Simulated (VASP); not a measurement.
# P: single point with PBE

P:

```
CELL_PARAMETERS angstrom
1.64774 -5.46504 0.00000
1.64774 5.46504 0.00000
0.00000 0.00000 4.54364
ATOMIC_POSITIONS crystal
P 0.90414 0.09586 0.58882
P 0.09586 0.90414 0.41118
P 0.59586 0.40414 0.08882
P 0.40414 0.59586 0.91118
```

```
Program                : VASP 6.6.1
Task                   : single point
Functional             : PBE
Potentials or basis    : VASP PAW PBE potentials, release 64 (P)
Cutoff                 : 520 eV
k mesh                 : 8 × 8 × 6
Occupations            : gaussian, width 0.019 eV
Spin                   : no spin polarisation
Dipole correction      : no
Further INCAR settings : ALGO = Normal; EDIFF = 1e-07; NBANDS = 18
```

```
Pressure               : 1.7 GPa
Largest force          : 0.287 eV/Å
Band gap on the k mesh : 0.11 eV, direct
```

Forces in eV/Å, atoms in the order of the input:
```
P    0.000  0.128 -0.257
P    0.000 -0.128  0.257
P    0.000 -0.128 -0.257
P    0.000  0.128  0.257
```

Stress tensor (GPa, compression positive):
```
1.51 0.00 0.00
0.00 1.64 0.00
0.00 0.00 1.87
```

Levels at points of the mesh, in eV from the valence-band top:
| k point | band 6 | band 7 | band 8 | band 9 | band 10 | band 11 | band 12 | band 13 | band 14 | band 15 |
| --- | --- | --- | --- | --- | --- | --- | --- | --- | --- | --- |
| (0.00, 0.00, 0.00) | -4.91 | -4.08 | -2.79 | -2.59 | -1.23 | 0.56 | 1.00 | 1.89 | 2.81 | 5.37 |
| (0.50, 0.00, 0.00) | -5.60 | -3.41 | -3.41 | -2.67 | -2.67 | 0.65 | 0.65 | 1.47 | 1.47 | 3.30 |
| (0.50, 0.50, 0.00) | -5.52 | -4.17 | -2.43 | -1.60 | 0.00 | 0.11 | 0.77 | 2.10 | 2.70 | 5.11 |
| (0.00, 0.00, 0.50) | -4.41 | -3.29 | -3.29 | -1.68 | -1.68 | 1.42 | 1.42 | 2.88 | 2.88 | 4.55 |
| (0.50, 0.00, 0.50) | -5.68 | -5.33 | -5.33 | -1.83 | -1.83 | 1.65 | 1.65 | 3.41 | 3.41 | 4.94 |
| (0.50, 0.50, 0.50) | -3.32 | -2.80 | -2.80 | -1.99 | -1.99 | 1.40 | 1.40 | 2.56 | 2.56 | 3.13 |

It took 89 s on 1 thread of Intel(R) Xeon(R) Platinum 8488C (Sapphire Rapids), on a shared host, peak memory 0.27 GiB.

A k mesh can miss the band edges.
